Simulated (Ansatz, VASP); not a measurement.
# Two plane-wave programs on Se

```
Se
1.0
     0.00000    2.25380    2.25380
     2.25380    0.00000    2.25380
     2.25380    2.25380    0.00000
Se
1
Direct
  0.00000 0.00000 0.00000
```

Alike in both runs: task single point; functional r2SCAN; k mesh 14 × 14 × 14; occupations fermi-dirac, width 0.1 eV; no spin polarisation.

|  | VASP | Ansatz |
| --- | --- | --- |
| version | VASP 6.6.1 | Ansatz 0.2.0 |
| potentials or method | VASP PAW PBE potentials, release 64 (Se), cutoff 520 eV | plane waves (500 eV) with PAW, scalar-relativistic |
| valence electrons in the cell | 6 | 16 |

|  | VASP | Ansatz | Ansatz less VASP |
| --- | --- | --- | --- |
| pressure (GPa) | -6.2 | -6.1 | +0.07 |

VASP's potentials were made for PBE, not for r2SCAN. VASP's potentials hold 6 valence electrons a cell and Ansatz's 16, so a difference there can come from the potentials and not from the codes.
